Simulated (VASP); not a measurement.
# MgO (Fm-3m) in VASP: a series of runs

MgO is run at these levels: PBE; tasks: single point.

Everything below comes from runs of VASP 6.6.1. Logs are shortened: lines on timing, memory, paths and dates and some standing lists are left out, and cuts for length are marked.

### Step 1. The cell of the first run

Symmetry: Fm-3m, No. 225, cubic system. The conventional cell has a = 4.266 Å, b = 4.266 Å, c = 4.266 Å, α = 90.00°, β = 90.00°, γ = 90.00°. Mg (site symmetry m-3m) has 6 O at 2.13 Å within 2.8 Å. O (site symmetry m-3m) has 6 Mg at 2.13 Å within 2.8 Å.

### Step 2. Single point, PBE

INCAR reads:

```
PREC = Accurate
ENCUT = 600
EDIFF = 1E-6
ISMEAR = 0
SIGMA = 0.01
LREAL = False
LASPH = True
NELM = 120
ALGO = Normal
ISIF = 2
LWAVE = False
LCHARG = True
GGA = PE
LELF = True
LVHAR = True
NBANDS = 11
GGA_COMPAT = False
```

KPOINTS reads:

```
regular mesh
0
Gamma
  6 6 6
```

POSCAR reads:

```
MgO
1.0
    0.0000000000      2.1332071247      2.1332071247
    2.1332071247      0.0000000000      2.1332071247
    2.1332071247      2.1332071247      0.0000000000
Mg O
1 1
Direct
    0.0000000000      0.0000000000      0.0000000000
    0.5000000000      0.5000000000      0.5000000000
```

Potentials or basis: VASP PAW PBE potentials, release 64 (Mg, O).

On the command line:

```
> cat potpaw_PBE.64/Mg/POTCAR potpaw_PBE.64/O/POTCAR > POTCAR
> mpirun -np 1 vasp_std > vasp.out
```

OUTCAR:

```text
PREC = Accurate
   ENCUT = 600
   EDIFF = 1E-6
   ISMEAR = 0
   LREAL = False
   LASPH = True
   NELM = 120
   ISIF = 2
   GGA = PE

 ion  position               nearest neighbor table
   1  0.000  0.000  0.000-   2 2.13   2 2.13   2 2.13   2 2.13   2 2.13   2 2.13
   2  0.500  0.500  0.500-   1 2.13   1 2.13   1 2.13   1 2.13   1 2.13   1 2.13

  LATTYP: Found a face centered cubic cell.
 ALAT       =     4.2664142494

  Lattice vectors:

 A1 = (   0.0000000000,   2.1332071247,   2.1332071247)
 A2 = (   2.1332071247,   0.0000000000,   2.1332071247)
 A3 = (   2.1332071247,   2.1332071247,   0.0000000000)

Analysis of symmetry for initial positions (statically):
=====================================================================
 Subroutine PRICEL returns:
 Original cell was already a primitive cell.

 Routine SETGRP: Setting up the symmetry group for a
 face centered cubic supercell.

 Subroutine GETGRP returns: Found 48 space group operations
 (whereof 48 operations were pure point group operations)
 out of a pool of 48 trial point group operations.

The static configuration has the point symmetry O_h .

Analysis of symmetry for dynamics (positions and initial velocities):
=====================================================================
 Subroutine PRICEL returns:
 Original cell was already a primitive cell.

 Routine SETGRP: Setting up the symmetry group for a
 face centered cubic supercell.

 Subroutine GETGRP returns: Found 48 space group operations
 (whereof 48 operations were pure point group operations)
 out of a pool of 48 trial point group operations.

The dynamic configuration has the point symmetry O_h .

 Subroutine INISYM returns: Found 48 space group operations
 (whereof 48 operations are pure point group operations),
 and found     1 'primitive' translations

----------------------------------------------------------------------------------------

                                     Primitive cell

  volume of cell :      19.4146

  direct lattice vectors                    reciprocal lattice vectors
     0.000000000  2.133207125  2.133207125    -0.234388867  0.234388867  0.234388867
     2.133207125  0.000000000  2.133207125     0.234388867 -0.234388867  0.234388867
     2.133207125  2.133207125  0.000000000     0.234388867  0.234388867 -0.234388867

  length of vectors
     3.016810447  3.016810447  3.016810447     0.405973426  0.405973426  0.405973426

  position of ions in fractional coordinates (direct lattice)
     0.000000000  0.000000000  0.000000000
     0.500000000  0.500000000  0.500000000

  ion indices of the primitive-cell ions
   primitive index   ion index
                 1           1
                 2           2

----------------------------------------------------------------------------------------

 KPOINTS: regular mesh

Automatic generation of k-mesh.
 Grid dimensions read from file:
 generate k-points for:    6    6    6

 Generating k-lattice:

  Cartesian coordinates                     Fractional coordinates (reciprocal lattice)
    -0.039064811  0.039064811  0.039064811     0.166666667  0.000000000  0.000000000
     0.039064811 -0.039064811  0.039064811     0.000000000  0.166666667  0.000000000
     0.039064811  0.039064811 -0.039064811     0.000000000  0.000000000  0.166666667

  Length of vectors
     0.067662238  0.067662238  0.067662238

  Shift w.r.t. Gamma in fractional coordinates (k-lattice)
     0.000000000  0.000000000  0.000000000

 Subroutine IBZKPT returns following result:
 ===========================================

 Found     16 irreducible k-points:

 Following reciprocal coordinates:
            Coordinates               Weight
  0.000000  0.000000  0.000000      1.000000
  0.166667  0.000000  0.000000      8.000000
  0.333333  0.000000  0.000000      8.000000
  0.500000  0.000000  0.000000      4.000000
  0.166667  0.166667  0.000000      6.000000
  0.333333  0.166667  0.000000     24.000000
[... 8 lines left out ...]
 -0.333333  0.333333  0.166667     24.000000
 -0.333333  0.500000  0.166667     12.000000
   k-points           NKPTS =     16   k-points in BZ     NKDIM =     16   number of bands    NBANDS=     11
   number of dos      NEDOS =    301   number of ions     NIONS =      2
   total plane-waves  NPLWV =  13824
   dimension x,y,z NGX =    24 NGY =   24 NGZ =   24
   dimension x,y,z NGXF=    48 NGYF=   48 NGZF=   48
   ions per type =               1   1
   NGX,Y,Z   is equivalent  to a cutoff of  13.23, 13.23, 13.23 a.u.
   NGXF,Y,Z  is equivalent  to a cutoff of  26.45, 26.45, 26.45 a.u.
 SYSTEM =  unknown system
   PREC   = accura    normal or accurate (medium, high low for compatibility)
   ISTART =      0    job   : 0-new  1-cont  2-samecut
   ICHARG =      2    charge: 1-file 2-atom 10-const
   ISPIN  =      1    spin polarized calculation?
   LNONCOLLINEAR =      F non collinear calculations
   LSORBIT =      F    spin-orbit coupling
   LASPH  =      T    aspherical Exc in radial PAW
   ENCUT  =  600.0 eV  44.10 Ry    6.64 a.u.   6.03  6.03  6.03*2*pi/ulx,y,z
   NELM   =    120;   NELMIN=  2; NELMDL= -5     # of ELM steps
   EDIFF  = 0.1E-05   stopping-criterion for ELM
   LREAL  =      F    real-space projection
   EDIFFG = 0.1E-04   stopping-criterion for IOM
   NSW    =      0    number of steps for IOM
   IBRION =     -1    ionic relax: 0-MD 1-quasi-New 2-CG
   NFREE  =      0    steps in history (QN), initial steepest desc. (CG)
   ISIF   =      2    stress and relaxation
   ISYM   =      2    0-nonsym 1-usesym 2-fastsym
   POTIM  = 0.5000    time-step for ionic-motion
   TEBEG  =    0.0;   TEEND  =   0.0 temperature during run
   PSTRESS=    0.0 pullay stress
   NELECT =       8.0000    total number of electrons
   NUPDOWN=      -1.0000    fix difference up-down
   EMIN   =  10.00;   EMAX   =-10.00  energy-range for DOS
   EFERMI =   0.00;   METHOD = LEGACY
   ISMEAR =     0;   SIGMA  =   0.01  broadening in eV -4-tet -1-fermi 0-gaus
   EFERMI_NEDOS =   21; number of points for ismear=-14 and -15
   IALGO  =     38    algorithm
   IMIX   =      4    mixing-type and parameters
     AMIX     =   0.40;   BMIX     =  1.00
     AMIX_MAG =   1.60;   BMIX_MAG =  1.00
  volume/ion in A,a.u.               =       9.71        65.51
  Fermi-wavevector in a.u.,A,eV,Ry     =   1.218228  2.302117 20.192117  1.484079
  Thomas-Fermi vector in A             =   2.353521
   LORBIT       =      0    0 simple, 1 ext, 2 COOP (PROOUT), +10 PAW based schemes
   GGA     = PE    functional components
   LHFCALC =     F    Hartree Fock is set to
   AEXX    =    0.0000 exact exchange contribution
   IVDW    =     0    specifies the selected vdW correction
   LEPSILON=     F    determine dielectric tensor
   LRPA    =     F    only Hartree local field effects (RPA)
 non-spin polarized calculation
 Gauss-broadening in eV      SIGMA  =   0.01
  energy-cutoff  :      600.00
  volume of cell :       19.41
 maximum number of plane-waves:       656
   NGX = 13   NGY = 13   NGZ = 13

 number of electron       8.0000003 magnetization

 Free energy of the ion-electron system (eV)
  ---------------------------------------------------
  ext. energy  EPLUGINS =         0.00000000
  ---------------------------------------------------
  free energy    TOTEN  =       -11.91311893 eV

  energy without entropy =      -11.91311893  energy(sigma->0) =      -11.91311893

 E-fermi :   3.0201     XC(G=0): -10.8977

 val. band max:        2.9031763074   @ k =   0.0000   0.0000   0.0000
 cond. band min:       7.2646363897   @ k =   0.0000   0.0000   0.0000
 fundamental gap:      4.3614600823
 Fermi energy:         3.0201189996

 k-point     1 :       0.0000    0.0000    0.0000
  band No.  band energies     occupation
      1     -14.1671      2.00000
      2       2.9032      2.00000
      3       2.9032      2.00000
      4       2.9032      2.00000
      5       7.2646      0.00000
      6      18.4857      0.00000
      7      18.4857      0.00000
      8      18.4857      0.00000
      9      22.3004      0.00000
     10      24.0326      0.00000
     11      24.0326      0.00000

 k-point     2 :       0.1667    0.0000    0.0000
  band No.  band energies     occupation
      1     -13.9034      2.00000
      2       1.4229      2.00000
      3       2.7404      2.00000
      4       2.7404      2.00000
      5       8.6927      0.00000
      6      16.1635      0.00000
      7      19.0145      0.00000
      8      19.0145      0.00000
      9      22.6793      0.00000
     10      22.6793      0.00000
     11      24.6207      0.00000

 k-point     3 :       0.3333    0.0000    0.0000
  band No.  band energies     occupation
      1     -13.3138      2.00000
      2      -0.6494      2.00000
      3       2.4353      2.00000
      4       2.4353      2.00000
      5      10.2670      0.00000
      6      14.8988      0.00000
      7      19.1132      0.00000
      8      19.1132      0.00000
      9      23.3797      0.00000
     10      23.3797      0.00000
     11      23.7264      0.00000

 k-point     4 :       0.5000    0.0000    0.0000
  band No.  band energies     occupation
      1     -12.9780      2.00000
      2      -1.5475      2.00000
      3       2.2921      2.00000
      4       2.2921      2.00000
      5      10.5587      0.00000
      6      15.0735      0.00000
      7      18.8210      0.00000
      8      18.8210      0.00000
      9      23.2224      0.00000
     10      24.9203      0.00000
     11      24.9203      0.00000
[... 127 lines left out ...]
 k-point    14 :       0.5000    0.3333    0.1667
  band No.  band energies     occupation
      1     -12.9684      2.00000
      2      -0.5131      2.00000
      3       1.1325      2.00000
      4       1.9360      2.00000
      5      12.5209      0.00000
      6      13.7974      0.00000
      7      16.0396      0.00000
      8      19.6028      0.00000
      9      21.9242      0.00000
     10      25.2894      0.00000
     11      30.2157      0.00000

 k-point    15 :      -0.3333    0.3333    0.1667
  band No.  band energies     occupation
      1     -12.7627      2.00000
      2      -0.5476      2.00000
      3       0.5385      2.00000
      4       1.6947      2.00000
      5      13.1964      0.00000
      6      14.5237      0.00000
      7      15.2141      0.00000
      8      18.9119      0.00000
      9      23.2209      0.00000
     10      24.3956      0.00000
     11      29.9667      0.00000

 k-point    16 :      -0.3333    0.5000    0.1667
  band No.  band energies     occupation
      1     -12.6983      2.00000
      2      -0.5154      2.00000
      3       0.7552      2.00000
      4       1.2999      2.00000
      5      13.2916      0.00000
      6      13.8729      0.00000
      7      15.0375      0.00000
      8      18.8731      0.00000
      9      22.5401      0.00000
     10      27.0276      0.00000
     11      28.4365      0.00000

------------------------ aborting loop because EDIFF is reached ----------------------------------------

  FORCE on cell =-STRESS in cart. coord.  units (eV):
  Direction    XX          YY          ZZ          XY          YZ          ZX
  --------------------------------------------------------------------------------------
  -------------------------------------------------------------------------------------
  Total       -0.2818947     -0.2818947     -0.2818947      0.0000000      0.0000000      0.0000000
  in kB      -23.2631484    -23.2631484    -23.2631484      0.0000000      0.0000000      0.0000000
  external PRESSURE =     -23.2631484 kB  Pullay stress =       0.0000000 kB

 VOLUME and BASIS-vectors are now :
 -----------------------------------------------------------------------------
  energy-cutoff  :      600.00
  volume of cell :       19.41
      direct lattice vectors                 reciprocal lattice vectors
     0.000000000  2.133207125  2.133207125    -0.234388867  0.234388867  0.234388867
     2.133207125  0.000000000  2.133207125     0.234388867 -0.234388867  0.234388867
     2.133207125  2.133207125  0.000000000     0.234388867  0.234388867 -0.234388867

 POSITION                                       TOTAL-FORCE (eV/Angst)
 -----------------------------------------------------------------------------------
      0.00000      0.00000      0.00000         0.000000      0.000000      0.000000
      2.13321      2.13321      2.13321         0.000000      0.000000      0.000000
 -----------------------------------------------------------------------------------
    total drift:                               -0.000000     -0.000000      0.000000

  FREE ENERGIE OF THE ION-ELECTRON SYSTEM (eV)
  ---------------------------------------------------
  free  energy   TOTEN  =       -11.9131189331 eV

  energy  without entropy=      -11.9131189331  energy(sigma->0) =      -11.91311893
```

It took 4.9 s on 1 thread of AMD EPYC 7R13 (Zen 3), shared host; peak memory 0.11 GiB.

Results:

```yaml
Free_energy: -11.9131 eV
Pressure: -2.3 GPa
Band_gap_on_the_k_mesh: 4.36 eV, direct
```

Levels at points of the mesh, in eV from the valence-band top:
| k point | band 1 | band 2 | band 3 | band 4 | band 5 | band 6 | band 7 | band 8 | band 9 |
| --- | --- | --- | --- | --- | --- | --- | --- | --- | --- |
| (0.00, 0.00, 0.00) | -17.07 | 0.00 | 0.00 | 0.00 | 4.36 | 15.58 | 15.58 | 15.58 | 19.40 |
| (0.50, 0.00, 0.00) | -15.88 | -4.45 | -0.61 | -0.61 | 7.66 | 12.17 | 15.92 | 15.92 | 20.32 |
| (0.50, 0.50, 0.00) | -15.64 | -3.93 | -1.30 | -1.30 | 9.07 | 9.56 | 12.69 | 18.39 | 18.39 |

Caveat: the k points lie up to 0.43 Å⁻¹ apart. Expect the measured gap to be larger: semilocal functionals such as PBE lack the derivative discontinuity.

### Step 3. Single point, PBE

This run uses another cell than the first one, of 10.08 Å³/atom, 1.038 times its volume.

INCAR reads:

```
SYSTEM = MgO
PREC = Accurate
ENCUT = 600
EDIFF = 1E-6
ISMEAR = 0
SIGMA = 0.01
LREAL = .FALSE.
LASPH = .TRUE.
NELM = 120
ALGO = Normal
ISIF = 2
LWAVE = .FALSE.
LCHARG = .TRUE.
GGA = PE
LELF = .TRUE.
LVHAR = .TRUE.
NBANDS = 11
GGA_COMPAT = .FALSE.
```

KPOINTS reads:

```
Automatic mesh
0
G
  6 6 6
  0 0 0
```

POSCAR reads:

```
MgO
1.0
    0.0000000000      2.1602126134      2.1602126134
    2.1602126134      0.0000000000      2.1602126134
    2.1602126134      2.1602126134      0.0000000000
Mg O
1 1
Direct
    0.0000000000      0.0000000000      0.0000000000
    0.5000000000      0.5000000000      0.5000000000
```

Potentials or basis: VASP PAW PBE potentials, release 64 (Mg, O).

On the command line:

```
> cat potpaw_PBE.64/Mg/POTCAR potpaw_PBE.64/O/POTCAR > POTCAR
> mpirun -np 1 vasp_std > vasp.out
```

Run time: 4.6 s. Hardware: 1 thread of AMD EPYC 7R13 (Zen 3), shared host; peak memory 0.11 GiB.

Results (log left out):

| Quantity | Value |
| --- | --- |
| Free energy | -11.8922 eV |
| Pressure | -7.3 GPa |
| Band gap on the k mesh | 4.02 eV, direct |

Levels at points of the mesh, in eV from the valence-band top:
```
           k point  band 2  band 3  band 4  band 5  band 6  band 7
(0.00, 0.00, 0.00)    0.00    0.00    0.00    4.02   15.37   15.37
(0.50, 0.00, 0.00)   -4.29   -0.57   -0.57    7.42   11.75   15.54
(0.50, 0.50, 0.00)   -3.78   -1.25   -1.25    9.02    9.16   12.31
```
